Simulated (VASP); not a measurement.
A run of VASP 6.6.1:

File INCAR:

```
SYSTEM = BN
PREC = Accurate
ENCUT = 600
EDIFF = 1E-6
ISMEAR = 0
SIGMA = 0.02
LREAL = .FALSE.
LASPH = .TRUE.
NELM = 100
ALGO = Normal
ISIF = 4
LWAVE = .FALSE.
LCHARG = .FALSE.
GGA = PE
IVDW = 12
IBRION = 2
NSW = 50
EDIFFG = -0.01
```

File KPOINTS:

```
regular mesh
0
G
  12 12 12
  0 0 0
```

Contents of POSCAR:

```
BN
1.0
    1.2368806421      0.7141133716      3.0772833979
   -1.2368806421      0.7141133716      3.0772833979
    0.0000000000     -1.4282267433      3.0772833979
B N
1 1
Direct
    0.9998459215      0.9998459215      0.9998459215
    0.3325870785      0.3325870785      0.3325870785
```

Potentials or basis: VASP PAW PBE potentials, release 64 (B, N).

The run is started by

```console
$ cat potpaw_PBE.64/B/POTCAR potpaw_PBE.64/N/POTCAR > POTCAR
$ mpirun -np 1 vasp_std > vasp.out
```

Hardware: 1 thread of AMD EPYC 7R13, on a shared host.

Problem. Estimate the wall time of this run.

Solution. Wall time 3 min on 1 thread of AMD EPYC 7R13, on a shared host, peak memory 0.16 GiB. Counts: scf iterations 27, k points 189, ion steps 4.
